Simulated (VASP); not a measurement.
# In3As (Pm-3m) in VASP: further runs

The runs below take In3As through density of states, with RPBE+D3(BJ).

Program: VASP 6.6.1. These are calculated values, not measurements. Logs are shortened: lines on timing, memory, paths and dates and some standing lists are left out, and cuts for length are marked.

### Step 1. The cell of the first run

The structure is cubic, space group Pm-3m (No. 221). The conventional cell has a = 4.226 Å, b = 4.226 Å, c = 4.226 Å, α = 90.00°, β = 90.00°, γ = 90.00°. In (site symmetry 4/mmm) has 8 In at 2.99 Å and 4 As at 2.99 Å within 3.9 Å. As (site symmetry m-3m) has 12 In at 2.99 Å within 3.9 Å.

### Step 2. Density of states, RPBE+D3(BJ)

File POSCAR:

```
In3As
1.0
    4.2264509319      0.0000000000      0.0000000000
    0.0000000000      4.2264509319      0.0000000000
    0.0000000000      0.0000000000      4.2264509319
In As
3 1
Direct
    0.0000000000      0.5000000000      0.5000000000
    0.5000000000      0.0000000000      0.5000000000
    0.5000000000      0.5000000000      0.0000000000
    0.0000000000      0.0000000000      0.0000000000
```

File INCAR.step1:

```
SYSTEM = In3As
PREC     = Accurate       ! precision mode
ENCUT    = 520            ! plane-wave cutoff, eV
EDIFF    = 1E-6           ! SCF threshold, eV
ISMEAR   = -1             ! smearing method
SIGMA    = 0.05           ! smearing width, eV
LREAL    = .FALSE.        ! projectors in reciprocal space
LASPH    = .TRUE.         ! aspherical terms in the spheres
NELM     = 60             ! most SCF steps
ALGO     = Normal         ! electronic algorithm
ISIF     = 2              ! what is computed and relaxed
LWAVE    = .FALSE.        ! write WAVECAR
LCHARG   = .TRUE.         ! write CHGCAR
GGA      = RP             ! functional
IVDW     = 12             ! dispersion correction
NBANDS   = 30             ! bands
```

File KPOINTS.step1:

```
Automatic mesh
0
G
  5 5 5
  0 0 0
```

File INCAR.step2:

```
SYSTEM = In3As
PREC     = Accurate       ! precision mode
ENCUT    = 520            ! plane-wave cutoff, eV
EDIFF    = 1E-6           ! SCF threshold, eV
ISMEAR   = -5             ! smearing method
SIGMA    = 0.05           ! smearing width, eV
LREAL    = .FALSE.        ! projectors in reciprocal space
LASPH    = .TRUE.         ! aspherical terms in the spheres
NELM     = 60             ! most SCF steps
ALGO     = Normal         ! electronic algorithm
ISIF     = 2              ! what is computed and relaxed
LWAVE    = .FALSE.        ! write WAVECAR
LCHARG   = .FALSE.        ! write CHGCAR
GGA      = RP             ! functional
IVDW     = 12             ! dispersion correction
LORBIT   = 10             ! projections on sites
NEDOS    = 2001           ! points of the DOS
ICHARG   = 11             ! starting density
```

File KPOINTS.step2:

```
Automatic mesh
0
G
  8 8 8
  0 0 0
```

Potentials or basis: VASP PAW PBE potentials, release 64 (In_d, As).

Launch:

```sh
$ cat potpaw_PBE.64/In_d/POTCAR potpaw_PBE.64/As/POTCAR > POTCAR
$ cp INCAR.step1 INCAR
$ cp KPOINTS.step1 KPOINTS
$ mpirun -np 1 vasp_std > vasp.out
$ cp INCAR.step2 INCAR
$ cp KPOINTS.step2 KPOINTS
$ mpirun -np 1 vasp_std > vasp.out
```

OUTCAR:

```text
SYSTEM = In3As
   PREC = Accurate
   ENCUT = 520
   EDIFF = 1E-6
   ISMEAR = -5
   LREAL = .FALSE.
   LASPH = .TRUE.
   NELM = 60
   ISIF = 2
   GGA = RP
   IVDW = 12
   LORBIT = 10
   ICHARG = 11
 IVDW          = 12

 ion  position               nearest neighbor table
   1  0.000  0.500  0.500-   2 2.99   3 2.99   4 2.99   3 2.99   4 2.99   2 2.99   4 2.99   4 2.99
                             2 2.99   3 2.99   3 2.99   2 2.99
   2  0.500  0.000  0.500-   1 2.99   3 2.99   4 2.99   3 2.99   4 2.99   1 2.99   3 2.99   3 2.99
                             1 2.99   4 2.99   4 2.99   1 2.99
   3  0.500  0.500  0.000-   1 2.99   2 2.99   4 2.99   1 2.99   2 2.99   2 2.99   4 2.99   2 2.99
                             1 2.99   4 2.99   1 2.99   4 2.99
   4  0.000  0.000  0.000-   1 2.99   2 2.99   3 2.99   1 2.99   2 2.99   1 2.99   3 2.99   1 2.99
                             2 2.99   3 2.99   2 2.99   3 2.99

  LATTYP: Found a simple cubic cell.
 ALAT       =     4.2264509319

  Lattice vectors:

 A1 = (   4.2264509319,   0.0000000000,   0.0000000000)
 A2 = (   0.0000000000,   4.2264509319,   0.0000000000)
 A3 = (   0.0000000000,   0.0000000000,   4.2264509319)

Analysis of symmetry for initial positions (statically):
=====================================================================
 Subroutine PRICEL returns:
 Original cell was already a primitive cell.

 Routine SETGRP: Setting up the symmetry group for a
 simple cubic supercell.

 Subroutine GETGRP returns: Found 48 space group operations
 (whereof 48 operations were pure point group operations)
 out of a pool of 48 trial point group operations.

The static configuration has the point symmetry O_h .

Analysis of symmetry for dynamics (positions and initial velocities):
=====================================================================
 Subroutine PRICEL returns:
 Original cell was already a primitive cell.

 Routine SETGRP: Setting up the symmetry group for a
 simple cubic supercell.

 Subroutine GETGRP returns: Found 48 space group operations
 (whereof 48 operations were pure point group operations)
 out of a pool of 48 trial point group operations.

The dynamic configuration has the point symmetry O_h .

 Subroutine INISYM returns: Found 48 space group operations
 (whereof 48 operations are pure point group operations),
 and found     1 'primitive' translations

----------------------------------------------------------------------------------------

                                     Primitive cell

  volume of cell :      75.4966

  direct lattice vectors                    reciprocal lattice vectors
     4.226450932  0.000000000  0.000000000     0.236605137  0.000000000  0.000000000
     0.000000000  4.226450932  0.000000000     0.000000000  0.236605137  0.000000000
     0.000000000  0.000000000  4.226450932     0.000000000  0.000000000  0.236605137

  length of vectors
     4.226450932  4.226450932  4.226450932     0.236605137  0.236605137  0.236605137

  position of ions in fractional coordinates (direct lattice)
     0.000000000  0.500000000  0.500000000
     0.500000000  0.000000000  0.500000000
     0.500000000  0.500000000  0.000000000
     0.000000000  0.000000000  0.000000000

  ion indices of the primitive-cell ions
   primitive index   ion index
                 1           1
                 2           2
                 3           3
                 4           4

----------------------------------------------------------------------------------------

 KPOINTS: Automatic mesh

Automatic generation of k-mesh.
 Grid dimensions read from file:
 generate k-points for:    8    8    8

 Generating k-lattice:

  Cartesian coordinates                     Fractional coordinates (reciprocal lattice)
     0.029575642  0.000000000  0.000000000     0.125000000  0.000000000  0.000000000
     0.000000000  0.029575642  0.000000000     0.000000000  0.125000000  0.000000000
     0.000000000  0.000000000  0.029575642     0.000000000  0.000000000  0.125000000

  Length of vectors
     0.029575642  0.029575642  0.029575642

  Shift w.r.t. Gamma in fractional coordinates (k-lattice)
     0.000000000  0.000000000  0.000000000

 TETIRR: Found    250 inequivalent tetrahedra from     3072

 Subroutine IBZKPT returns following result:
 ===========================================

 Found     35 irreducible k-points:

 Following reciprocal coordinates:
            Coordinates               Weight
  0.000000  0.000000  0.000000      1.000000
  0.125000  0.000000  0.000000      6.000000
  0.250000  0.000000  0.000000      6.000000
  0.375000  0.000000  0.000000      6.000000
  0.500000  0.000000  0.000000      3.000000
  0.125000  0.125000  0.000000     12.000000
[... 16 lines left out ...]
  0.375000  0.375000  0.125000     24.000000
  0.500000  0.375000  0.125000     24.000000
 [... further k-points ...]
   k-points           NKPTS =     35   k-points in BZ     NKDIM =     35   number of bands    NBANDS=     26
   number of dos      NEDOS =   2001   number of ions     NIONS =      4
   total plane-waves  NPLWV =  32768
   dimension x,y,z NGX =    32 NGY =   32 NGZ =   32
   dimension x,y,z NGXF=    64 NGYF=   64 NGZF=   64
   ions per type =               3   1
   NGX,Y,Z   is equivalent  to a cutoff of  12.59, 12.59, 12.59 a.u.
   NGXF,Y,Z  is equivalent  to a cutoff of  25.17, 25.17, 25.17 a.u.
 SYSTEM =  In3As
   PREC   = accura    normal or accurate (medium, high low for compatibility)
   ISTART =      0    job   : 0-new  1-cont  2-samecut
   ICHARG =     11    charge: 1-file 2-atom 10-const
   ISPIN  =      1    spin polarized calculation?
   LNONCOLLINEAR =      F non collinear calculations
   LSORBIT =      F    spin-orbit coupling
   LASPH  =      T    aspherical Exc in radial PAW
   ENCUT  =  520.0 eV  38.22 Ry    6.18 a.u.   7.86  7.86  7.86*2*pi/ulx,y,z
   NELM   =     60;   NELMIN=  2; NELMDL=  0     # of ELM steps
   EDIFF  = 0.1E-05   stopping-criterion for ELM
   LREAL  =      F    real-space projection
   EDIFFG = 0.1E-04   stopping-criterion for IOM
   NSW    =      0    number of steps for IOM
   IBRION =     -1    ionic relax: 0-MD 1-quasi-New 2-CG
   NFREE  =      0    steps in history (QN), initial steepest desc. (CG)
   ISIF   =      2    stress and relaxation
   ISYM   =      2    0-nonsym 1-usesym 2-fastsym
   POTIM  = 0.5000    time-step for ionic-motion
   TEBEG  =    0.0;   TEEND  =   0.0 temperature during run
   PSTRESS=    0.0 pullay stress
   NELECT =      44.0000    total number of electrons
   NUPDOWN=      -1.0000    fix difference up-down
   EMIN   =  10.00;   EMAX   =-10.00  energy-range for DOS
   EFERMI =   0.00;   METHOD = LEGACY
   ISMEAR =    -5;   SIGMA  =   0.05  broadening in eV -4-tet -1-fermi 0-gaus
   EFERMI_NEDOS =   21; number of points for ismear=-14 and -15
   IALGO  =     38    algorithm
   IMIX   =      4    mixing-type and parameters
     AMIX     =   0.40;   BMIX     =  1.00
     AMIX_MAG =   1.60;   BMIX_MAG =  1.00
  volume/ion in A,a.u.               =      18.87       127.37
  Fermi-wavevector in a.u.,A,eV,Ry     =   1.367466  2.584136 25.442397  1.869963
  Thomas-Fermi vector in A             =   2.493516
   LORBIT       =     10    0 simple, 1 ext, 2 COOP (PROOUT), +10 PAW based schemes
   GGA     = RP    functional components
   LHFCALC =     F    Hartree Fock is set to
   AEXX    =    0.0000 exact exchange contribution
   IVDW    =    12    specifies the selected vdW correction
   LEPSILON=     F    determine dielectric tensor
   LRPA    =     F    only Hartree local field effects (RPA)
 non-spin polarized calculation
 Fermi weights with tetrahedron method with Bloechl corrections
  energy-cutoff  :      520.00
  volume of cell :       75.50
 maximum number of plane-waves:      2048
 NGX is ok and might be reduce to    32

 number of electron      44.0000050 magnetization

 Free energy of the ion-electron system (eV)
  ---------------------------------------------------
  ext. energy  EPLUGINS =         0.00000000
  ---------------------------------------------------
  free energy    TOTEN  =        -8.50689886 eV

  energy without entropy =       -8.50689886  energy(sigma->0) =       -8.50689886

 E-fermi :  10.8433     XC(G=0): -11.5428

 val. band max:       10.7651960120   @ k =   0.5000   0.2500   0.0000
 cond. band min:      10.5759365887   @ k =   0.5000   0.0000   0.0000
 fundamental gap:     -0.1892594232
 Fermi energy:        10.8432796756

 k-point     1 :       0.0000    0.0000    0.0000
  band No.  band energies     occupation
      1      -4.9651      2.00000
      2      -4.8480      2.00000
      3      -4.8480      2.00000
      4      -4.8480      2.00000
      5      -4.5551      2.00000
      6      -4.5551      2.00000
[... 18 lines left out ...]
     25      13.0347      0.00000
     26      15.9511      0.00000

 k-point     2 :       0.1250    0.0000    0.0000
  band No.  band energies     occupation
      1      -4.9286      2.00000
      2      -4.8399      2.00000
      3      -4.8142      2.00000
      4      -4.8142      2.00000
      5      -4.5489      2.00000
      6      -4.5273      2.00000
[... 18 lines left out ...]
     25      12.7775      0.00000
     26      15.0713      0.00000

 k-point     3 :       0.2500    0.0000    0.0000
  band No.  band energies     occupation
      1      -4.8285      2.00000
      2      -4.8195      2.00000
      3      -4.7165      2.00000
      4      -4.7165      2.00000
      5      -4.5326      2.00000
      6      -4.4511      2.00000
[... 572 lines left out ...]
 k-point    23 :       0.3750    0.3750    0.1250
  band No.  band energies     occupation
      1      -4.6743      2.00000
      2      -4.5823      2.00000
      3      -4.5475      2.00000
      4      -4.4922      2.00000
      5      -4.4884      2.00000
      6      -4.3871      2.00000
[... 18 lines left out ...]
     25      14.0795      0.00000
     26      14.1943      0.00000

 k-point    24 :       0.5000    0.3750    0.1250
  band No.  band energies     occupation
      1      -4.6243      2.00000
      2      -4.6033      2.00000
      3      -4.5482      2.00000
      4      -4.5415      2.00000
      5      -4.3910      2.00000
      6      -4.3784      2.00000
[... 18 lines left out ...]
     25      13.7562      0.00000
     26      14.4964      0.00000

 [... further k-points ...]

------------------------ aborting loop because EDIFF is reached ----------------------------------------

 Edisp (eV)  -11.51055

 E8    (eV) :    -8.1316

  FORCE on cell =-STRESS in cart. coord.  units (eV):
  Direction    XX          YY          ZZ          XY          YZ          ZX
  --------------------------------------------------------------------------------------
  -------------------------------------------------------------------------------------
  Total       2.07696     2.07696     2.07696     0.00000     0.00000     0.00000
  in kB      44.07691    44.07691    44.07691     0.00000     0.00000     0.00000
  external pressure =       44.08 kB  Pullay stress =        0.00 kB

 VOLUME and BASIS-vectors are now :
 -----------------------------------------------------------------------------
  energy-cutoff  :      520.00
  volume of cell :       75.50
      direct lattice vectors                 reciprocal lattice vectors
     4.226450932  0.000000000  0.000000000     0.236605137  0.000000000  0.000000000
     0.000000000  4.226450932  0.000000000     0.000000000  0.236605137  0.000000000
     0.000000000  0.000000000  4.226450932     0.000000000  0.000000000  0.236605137

 POSITION                                       TOTAL-FORCE (eV/Angst)
 -----------------------------------------------------------------------------------
      0.00000      2.11323      2.11323         0.000000      0.000000      0.000000
      2.11323      0.00000      2.11323         0.000000      0.000000      0.000000
      2.11323      2.11323      0.00000         0.000000      0.000000      0.000000
      0.00000      0.00000      0.00000         0.000000      0.000000      0.000000
 -----------------------------------------------------------------------------------
    total drift:                               -0.000000     -0.000000     -0.000000

  FREE ENERGIE OF THE ION-ELECTRON SYSTEM (eV)
  ---------------------------------------------------
  free  energy   TOTEN  =       -20.0174476448 eV

  energy  without entropy=      -20.0174476448  energy(sigma->0) =      -20.01744764

 total charge

# of ion       s       p       d       tot
------------------------------------------
    1        0.996   0.660   9.903  11.559
    2        0.996   0.660   9.903  11.559
    3        0.996   0.660   9.903  11.559
    4        1.319   1.375   0.056   2.750
--------------------------------------------------
tot          4.307   3.356  29.764  37.426
```

It took 27 s on 1 thread of Intel Xeon 6975P-C (Granite Rapids), shared host; peak memory 0.2 GiB.

What came out:

```yaml
Valence_electrons_inside_the_program's_atomic_spheres: In 11.56; As 2.75
Dispersion_energy_per_atom: -2.878 eV
```

Levels at points of the mesh, in eV from the Fermi level:
| k point | band 19 | band 20 | band 21 | band 22 | band 23 | band 24 | band 25 | band 26 |
| --- | --- | --- | --- | --- | --- | --- | --- | --- |
| (0.00, 0.00, 0.00) | -4.47 | -4.47 | -1.65 | -1.65 | 2.19 | 2.19 | 2.19 | 5.11 |
| (0.50, 0.00, 0.00) | -2.60 | -2.60 | -0.80 | -0.80 | -0.36 | -0.27 | 0.75 | 5.69 |
| (0.50, 0.50, 0.00) | -7.47 | -1.38 | -0.75 | 0.95 | 0.95 | 1.63 | 1.63 | 2.27 |
| (0.50, 0.50, 0.50) | -5.98 | -5.08 | -4.69 | -4.69 | -4.69 | 6.06 | 6.06 | 6.06 |

Caveat: the PAW data sets were made with another functional, which shifts forces and pressure a little; spin-orbit coupling is left out, which moves the levels of the heavy elements; pairwise dispersion overbinds metals, which lowers pressure and volume; tetrahedron occupations give inexact forces and stress in metals.

(Continued in part 2 of 2.)
